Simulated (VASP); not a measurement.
Wanted: the native input for a VASP 6.6.1 run.

* Task: single point
* Functional: PBE
* Potentials or basis: VASP PAW PBE potentials, release 64 (Mn_pv)
* Cutoff: 500 eV
* k mesh: 8 × 8 × 8
* Occupations: gaussian, width 0.1 eV
* Spin: collinear spin, ferromagnetic start
* Starting moments: [4.0] μB
* Dipole correction: no
* Further INCAR settings: ALGO = Normal; EDIFF = 1e-06; NBANDS = 16

The structure of Mn lies in POSCAR:

```
Mn
1.0
   -1.5300022839      1.5300022839      1.5300022839
    1.5300022839     -1.5300022839      1.5300022839
    1.5300022839      1.5300022839     -1.5300022839
Mn
1
Direct
    0.0000000000      0.0000000000      0.0000000000
```

This isn't the form of Mn at room conditions, which is a 58-atom cubic cell.

One way to write it, as run:

INCAR

```
ALGO     = Normal         # electronic algorithm
EDIFF    = 1E-6           # SCF threshold, eV
ENCUT    = 500            # plane-wave cutoff, eV
GGA      = PE             # functional
GGA_COMPAT= F            
ISIF     = 2              # what is computed and relaxed
ISMEAR   = 0              # smearing method
ISPIN    = 2              # spin polarisation
LASPH    = T              # aspherical terms in the spheres
LCHARG   = F              # write CHGCAR
LMAXMIX  = 4              # l up to which the mixer works
LORBIT   = 11             # projections on sites
LREAL    = F              # projectors in reciprocal space
LWAVE    = F              # write WAVECAR
MAGMOM   = 4              # initial moments
NBANDS   = 16             # bands
NELM     = 200            # most SCF steps
PREC     = Accurate       # precision mode
SIGMA    = 0.1            # smearing width, eV
```

KPOINTS

```
k-points
0
Gamma
  8 8 8
```

Potentials or basis: VASP PAW PBE potentials, release 64 (Mn_pv).

Command:

```console
$ cat potpaw_PBE.64/Mn_pv/POTCAR > POTCAR
$ mpirun -np 1 vasp_std > vasp.out
```

Results of the run:

```
Pressure                                              : -34.7 GPa
Net moment                                            : 1.38 μB per cell
Site moments                                          : Mn +1.41 μB
Valence electrons inside the program's atomic spheres : Mn 11.55
```

Caveat: the k points lie up to 0.36 Å⁻¹ apart.

Run time: 65 s on 1 thread of Intel(R) Xeon(R) 6975P-C (Granite Rapids), on a shared host, peak memory 0.14 GiB.
